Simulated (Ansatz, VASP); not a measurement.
Two plane-wave programs on SnTe5

```
Sn Te
1.0
     6.12962    0.00000    0.00000
    -3.06481    5.30840    0.00000
     0.00000    0.00000    6.09384
Sn Te
1 5
Direct
  0.00000 0.00000 0.50000
  0.67000 0.00000 0.00000
  0.33000 0.33000 0.00000
  0.00000 0.67000 0.00000
  0.66667 0.33333 0.50000
  0.33333 0.66667 0.50000
```

Change from the starting cell: species swapped into the MgSn5 type (P-62m, No. 189).

Alike in both runs: task relaxation of cell and atoms; functional PBE; k mesh 3 × 3 × 4; occupations gaussian, width 0.1 eV; no spin polarisation.

|  | VASP | Ansatz |
| --- | --- | --- |
| version | VASP 6.6.1 | Ansatz 0.2.0 |
| potentials or method | VASP PAW PBE potentials, release 64 (Sn_d, Te), cutoff 600 eV | scalar-relativistic, plane waves, PAW |
| valence electrons in the cell | 44 | 94 |

VASP gave:

* gap on the k mesh at the Fermi level, each at its own relaxed structure (eV): none
* relaxed volume (Å³/atom): 30.98
* relaxed cell length with the largest relative difference (Å): 4.509

Problem. Which values does Ansatz return?

Solution. gap on the k mesh at the Fermi level, each at its own relaxed structure (eV): none; relaxed volume (Å³/atom): 30.65; relaxed cell length with the largest relative difference (Å): 4.560.

A gap of «none» marks a metal or a gap that the smearing closes. VASP's potentials hold 44 valence electrons a cell and Ansatz's 94, so a difference there can come from the potentials and not from the codes.

The k mesh is coarse, so the values compare programs but aren't converged. Neither program's run includes spin-orbit coupling.
